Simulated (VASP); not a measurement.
A run of VASP 6.6.1 is set up as follows.

INCAR

```
SYSTEM = BaNa3
PREC = Accurate
ENCUT = 520
EDIFF = 1E-7
ISMEAR = 0
SIGMA = 0.1
LREAL = .FALSE.
LASPH = .TRUE.
NELM = 80
ALGO = Fast
ISIF = 2
LWAVE = .FALSE.
LCHARG = .TRUE.
GGA = PE
LELF = .TRUE.
LVHAR = .TRUE.
NBANDS = 24
```

File KPOINTS:

```
Automatic mesh
0
G
  4 4 4
  0 0 0
```

File POSCAR:

```
BaNa3
1.0
    5.7211846695      0.0000000000      0.0000000000
    0.0000000000      5.7211846695      0.0000000000
    0.0000000000      0.0000000000      5.7211846695
Na Ba
3 1
Direct
    0.0000000000      0.5000000000      0.5000000000
    0.5000000000      0.0000000000      0.5000000000
    0.5000000000      0.5000000000      0.0000000000
    0.0000000000      0.0000000000      0.0000000000
```

Potentials or basis: VASP PAW PBE potentials, release 64 (Na_pv, Ba_sv).

Launch:

```bash
$ cat potpaw_PBE.64/Na_pv/POTCAR potpaw_PBE.64/Ba_sv/POTCAR > POTCAR
$ mpirun -np 1 vasp_std > vasp.out
```

Q: What does it give for the band gap on the k mesh?

A: Zero (an odd number of electrons rules out a gap without spin polarisation).

Q: Predict the pressure.

A: 0.0 GPa.

Caveat: spin-orbit coupling is left out, which moves the levels of the heavy elements.
